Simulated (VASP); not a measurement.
Input of a VASP 6.6.1 run:

Contents of INCAR:

```
ALGO = Normal
EDIFF = 1E-6
ENCUT = 520
GGA = PS
ISIF = 2
ISMEAR = 0
LASPH = True
LCHARG = True
LELF = True
LREAL = False
LVHAR = True
LWAVE = False
NBANDS = 11
NELM = 100
PREC = Accurate
SIGMA = 0.05
```

File KPOINTS:

```
k-points
0
Gamma
  8 8 8
```

File POSCAR:

```
MgS
1.0
    0.0000000000      2.5236005000      2.6016500000
    2.5236005000      0.0000000000      2.6016500000
    2.5236005000      2.5236005000      0.0000000000
Mg S
1 1
Direct
    0.0000000000      0.0000000000      0.0000000000
    0.5000000000      0.5000000000      0.5000000000
```

Potentials or basis: VASP PAW PBE potentials, release 64 (Mg, S).

Run with:

```sh
$ cat potpaw_PBE.64/Mg/POTCAR potpaw_PBE.64/S/POTCAR > POTCAR
$ mpirun -np 1 vasp_std > vasp.out
```

(1) Predict the pressure.

(2) What does it give for the band gap on the k mesh?

Results:

(1) 4.2 GPa.

(2) 2.70 eV, indirect (least direct gap 4.00 eV).

Caveat: the cell differs from its parent crystal (strain -0.030 along x and y, +0.000 along z); the PAW data sets were made with another functional, which shifts forces and pressure a little.
